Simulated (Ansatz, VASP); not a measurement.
# One calculation of TiAl3, two programs

The input INCAR:

```
SYSTEM = TiAl3
PREC     = Accurate       ! precision mode
ENCUT    = 520            ! plane-wave cutoff, eV
EDIFF    = 1E-7           ! SCF threshold, eV
ISMEAR   = -1             ! smearing method
SIGMA    = 0.05           ! smearing width, eV
LREAL    = .FALSE.        ! projectors in reciprocal space
LASPH    = .TRUE.         ! aspherical terms in the spheres
NELM     = 100            ! most SCF steps
ALGO     = Normal         ! electronic algorithm
ISIF     = 2              ! what is computed and relaxed
LWAVE    = .FALSE.        ! write WAVECAR
LCHARG   = .TRUE.         ! write CHGCAR
GGA      = PS             ! functional
LELF     = .TRUE.         ! ELF
LVHAR    = .TRUE.       
NBANDS   = 18             ! bands
```

File KPOINTS:

```
Automatic mesh
0
G
  10 10 10
  0 0 0
```

Contents of POSCAR:

```
TiAl3
1.0
   -1.8982801649      1.8982801649      4.2519386083
    1.8982801649     -1.8982801649      4.2519386083
    1.8982801649      1.8982801649     -4.2519386083
Ti Al
1 3
Direct
    0.0000000000      0.0000000000      0.0000000000
    0.2500000000      0.7500000000      0.5000000000
    0.7500000000      0.2500000000      0.5000000000
    0.5000000000      0.5000000000      0.0000000000
```

Contents of input.yaml:

```yaml
crystal:
  lattice:
    - [-1.8982801649, 1.8982801649, 4.2519386083]
    - [1.8982801649, -1.8982801649, 4.2519386083]
    - [1.8982801649, 1.8982801649, -4.2519386083]
  atoms:
    - { symbol: Ti, position: [0.0, 0.0, 0.0] }
    - { symbol: Al, position: [0.25, 0.75, 0.5] }
    - { symbol: Al, position: [0.75, 0.25, 0.5] }
    - { symbol: Al, position: [0.5, 0.5, 0.0] }
kpoints:
  mp_grid: { grid: [10, 10, 10] }
scf:
  occupations: { method: fermi_dirac, width: 0.05 }
hamiltonian:
  xc: pbesol
  pseudopotentials: { kind: all_electron, lapw: { basis_error: 0.002 } }
output:
  forces: true
  stress: true
  eigenvalues: true
```

Change from the starting cell: volume scaled by 0.98.

Alike in both runs: task single point; functional PBEsol; k mesh 10 × 10 × 10; occupations fermi-dirac, width 0.05 eV; no spin polarisation.

```csv
,VASP,Ansatz
version,VASP 6.6.1,Ansatz 0.2.0
potentials or method,"VASP PAW PBE potentials, release 64 (Ti_sv, Al), cutoff 520 eV","all-electron LAPW, scalar-relativistic"
```

|  | VASP | Ansatz | Ansatz less VASP |
| --- | --- | --- | --- |
| gap on the k mesh at the Fermi level (eV) | none | none | - |
| pressure (GPa) | 1.9 | 1.8 | -0.15 |
| traceless stress, the component that is largest in VASP (GPa) | -0.12 | -0.09 | +0.035 |

VASP's potentials were made for PBE, not for PBEsol. A gap of «none» marks a metal or a gap that the smearing closes. Ansatz ran all-electron here, and VASP with PAW potentials.
